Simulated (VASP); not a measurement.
Input of a VASP 6.6.1 run:

The input INCAR:

```
PREC     = Accurate       # precision mode
ENCUT    = 520            # plane-wave cutoff, eV
EDIFF    = 1E-7           # SCF threshold, eV
ISMEAR   = 0              # smearing method
SIGMA    = 0.15           # smearing width, eV
LREAL    = F              # projectors in reciprocal space
LASPH    = T              # aspherical terms in the spheres
NELM     = 100            # most SCF steps
ALGO     = Fast           # electronic algorithm
ISIF     = 2              # what is computed and relaxed
LWAVE    = F              # write WAVECAR
LCHARG   = F              # write CHGCAR
GGA      = PS             # functional
NBANDS   = 14             # bands
```

File KPOINTS:

```
Automatic mesh
0
Gamma
  16 16 16
```

Contents of POSCAR:

```
AlNi
1.0
    3.1114800000      0.0000000000      0.0000000000
    0.0000000000      3.1114800000      0.0000000000
    0.0000000000      0.0000000000      2.8810000000
Al Ni
1 1
Direct
    0.0000000000      0.0000000000      0.0000000000
    0.5000000000      0.5000000000      0.5000000000
```

Potentials or basis: VASP PAW PBE potentials, release 64 (Al, Ni).

Command:

```sh
$ cat potpaw_PBE.64/Al/POTCAR potpaw_PBE.64/Ni/POTCAR > POTCAR
$ mpirun -np 1 vasp_std > vasp.out
```

(1) Predict the pressure.

(2) What does it give for the band gap on the k mesh?

Answers

(1) -20.0 GPa.

(2) zero (an odd number of electrons rules out a gap without spin polarisation).

Caveat: the cell differs from its parent crystal (strain +0.080 along x and y, +0.000 along z); the cell stands under tension; the PAW data sets were made with another functional, which shifts forces and pressure a little.
